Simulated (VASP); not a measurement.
Input of a VASP 6.6.1 run:

Contents of INCAR:

```
SYSTEM = GaBiSe4
PREC = Accurate ; ENCUT = 520
EDIFF = 1E-6 ; ISMEAR = 0
SIGMA = 0.1 ; LREAL = .FALSE.
LASPH = .TRUE. ; NELM = 60
ALGO = Normal ; ISIF = 2
LWAVE = .FALSE. ; LCHARG = .TRUE.
GGA = PE ; LELF = .TRUE.
LVHAR = .TRUE. ; NBANDS = 35
```

Contents of KPOINTS:

```
Automatic mesh
0
G
  6 6 2
  0 0 0
```

Contents of POSCAR:

```
GaBiSe4
1.0
    4.8054731703     -0.0000000033      0.0000000000
   -2.4027365823      4.1616618443      0.0000000000
    0.0000000000      0.0000000000      7.5035264246
Ga Bi Se
1 1 4
Direct
    0.0000000000      0.0000000000      0.5000000000
    0.0000000000      0.0000000000      0.0000000000
    0.3333333333      0.6666666667      0.7620806525
    0.3333333333      0.6666666667      0.2379193475
    0.6666666667      0.3333333333      0.7620806525
    0.6666666667      0.3333333333      0.2379193475
```

Potentials or basis: VASP PAW PBE potentials, release 64 (Ga_d, Bi_d, Se).

Run with:

```sh
$ cat potpaw_PBE.64/Ga_d/POTCAR potpaw_PBE.64/Bi_d/POTCAR potpaw_PBE.64/Se/POTCAR > POTCAR
$ mpirun -np 1 vasp_std > vasp.out
```

Task: Predict the pressure.

Result: 0.2 GPa.

Task: Predict the band gap on the k mesh.

Result: Zero (band 26 reaches 5.11 eV, above the bottom of band 27 at 4.19 eV).

Stress tensor (GPa, compression positive):
```
 0.36  0.00  0.00
 0.00  0.36  0.00
 0.00  0.00 -0.19
```

Caveat: the k points lie up to 0.42 Å⁻¹ apart; spin-orbit coupling is left out, which moves the levels of the heavy elements.
